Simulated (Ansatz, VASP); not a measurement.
## One calculation of Tc, two programs

File INCAR:

```
  PREC = Accurate
  ENCUT = 520
  EDIFF = 1E-7
  ISMEAR = -1
  SIGMA = 0.03
  LREAL = F
  LASPH = T
  NELM = 80
  ALGO = Normal
  ISIF = 2
  LWAVE = F
  LCHARG = F
  GGA = PE
  NBANDS = 12
```

The input KPOINTS:

```
regular mesh
0
Gamma
  18 18 18
```

File POSCAR:

```
Tc
1.0
    0.0000000000      1.9661164333      1.9661164333
    1.9661164333      0.0000000000      1.9661164333
    1.9661164333      1.9661164333      0.0000000000
Tc
1
Direct
    0.0000000000      0.0000000000      0.0000000000
```

Input for Ansatz:

```yaml
crystal:
  lattice:
    - [0.0, 1.9661164333, 1.9661164333]
    - [1.9661164333, 0.0, 1.9661164333]
    - [1.9661164333, 1.9661164333, 0.0]
  atoms:
    - { symbol: Tc, position: [0.0, 0.0, 0.0] }
kpoints:
  mp_grid: { grid: [18, 18, 18] }
scf:
  occupations: { method: fermi_dirac, width: 0.03 }
hamiltonian:
  xc: pbe
  pseudopotentials: { kind: all_electron, lapw: { basis_error: 0.00025 } }
output:
  forces: true
  stress: true
  eigenvalues: true
```

Change from the starting cell: volume scaled by 1.025.

Alike in both runs: task single point; functional PBE; k mesh 18 × 18 × 18; occupations fermi-dirac, width 0.03 eV; no spin polarisation.

|  | VASP | Ansatz |
| --- | --- | --- |
| version | VASP 6.6.1 | Ansatz 0.2.0 |
| potentials or method | VASP PAW PBE potentials, release 64 (Tc_pv), cutoff 520 eV | all-electron LAPW, scalar-relativistic |

|  | VASP | Ansatz | Ansatz less VASP |
| --- | --- | --- | --- |
| pressure (GPa) | -13.1 | -12.5 | +0.57 |

Ansatz ran all-electron here, and VASP with PAW potentials.
